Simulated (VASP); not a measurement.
Set up this calculation in VASP 6.6.1, as the native input.

```yaml
Task: single point
Functional: PBEsol
Potentials_or_basis: VASP PAW PBE potentials, release 64 (Se)
Cutoff: 520 eV
k_mesh: 12 × 12 × 12
Occupations: fermi-dirac, width 0.1 eV
Spin: no spin polarisation
Dipole_correction: no
Further_INCAR_settings: ALGO = Normal; EDIFF = 1e-06; NBANDS = 9
```

The structure of Se lies in POSCAR:

```
Se
1.0
    2.3912690000      0.0000000000      0.0000000000
   -0.7080256539      2.2840462132      0.0000000000
   -0.7080256539     -0.9607424365      2.0721585544
Se
1
Direct
    0.0000000000      0.0000000000      0.0000000000
```

One way to write it, as run:

INCAR

```
SYSTEM = Se
ALGO = Normal ; EDIFF = 1E-6
ENCUT = 520 ; GGA = PS
ISIF = 2 ; ISMEAR = -1
LASPH = .True. ; LCHARG = .False.
LREAL = .False. ; LWAVE = .False.
NBANDS = 9 ; NELM = 80
PREC = Accurate ; SIGMA = 0.1
```

KPOINTS

```
k-points
0
Gamma
  12 12 12
  0 0 0
```

Potentials or basis: VASP PAW PBE potentials, release 64 (Se).

The run is started by

```console
$ cat potpaw_PBE.64/Se/POTCAR > POTCAR
$ mpirun -np 1 vasp_std > vasp.out
```

Results of the run:

The pressure is 152.6 GPa and the band gap on the k mesh is zero (band 3 reaches 22.52 eV, above the bottom of band 4 at 6.89 eV).

Caveat: the PAW data sets were made with another functional, which shifts forces and pressure a little.

Run time: 12 s on 1 thread of AMD EPYC 7R43 64-Core Processor (Zen 3), with other jobs on the host, peak memory 0.1 GiB.
